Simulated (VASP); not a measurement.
Here is a VASP 6.6.1 calculation.

Contents of POSCAR:

```
BaTiO3
1.0
    3.9939739556      0.0000000000      0.0000000000
    0.0000000000      3.9939739556      0.0000000000
    0.0000000000      0.0000000000      3.9939739556
Ba O Ti
1 3 1
Direct
    0.0000000000      0.0000000000      0.0000000000
    0.5000000000      0.5000000000      0.0000000000
    0.0000000000      0.5000000000      0.5000000000
    0.5000000000      0.0000000000      0.5000000000
    0.5000000000      0.5000000000      0.5000000000
```

File INCAR.step1:

```
ALGO = Normal
EDIFF = 1E-4
ENCUT = 520
GGA = PE
ISMEAR = -1
ISPIN = 2
LASPH = True
LCHARG = False
LMAXMIX = 4
LREAL = False
LWAVE = True
MAGMOM = 3 2 2 2 3
NBANDS = 32
NELM = 150
PREC = Accurate
SIGMA = 0.1
```

Contents of INCAR.step2:

```
ALGO = Normal
EDIFF = 1E-6
ENCUT = 520
ISIF = 2
ISMEAR = -1
ISPIN = 2
ISTART = 1
LASPH = True
LCHARG = False
LMAXMIX = 4
LMIXTAU = True
LORBIT = 11
LREAL = False
LWAVE = False
MAGMOM = 3 2 2 2 3
METAGGA = R2SCAN
NBANDS = 32
NELM = 150
PREC = Accurate
SIGMA = 0.1
```

KPOINTS

```
k-points
0
Gamma
  5 5 5
```

Potentials or basis: VASP PAW PBE potentials, release 64 (Ba_sv, O, Ti_sv).

The run is started by

```sh
$ cat potpaw_PBE.64/Ba_sv/POTCAR potpaw_PBE.64/O/POTCAR potpaw_PBE.64/Ti_sv/POTCAR > POTCAR
$ cp INCAR.step1 INCAR
$ mpirun -np 1 vasp_std > vasp.out
$ cp INCAR.step2 INCAR
$ mpirun -np 1 vasp_std > vasp.out
```

Question: Predict the band gap on the k mesh.

Answer: 2.27 eV (least direct gap 2.30 eV).

Question: Predict the net moment.

Answer: 0.00 μB per cell.

Caveat: spin-orbit coupling is left out, which moves the levels of the heavy elements; an odd mesh through Γ misses points on the zone boundary, where band edges can lie.
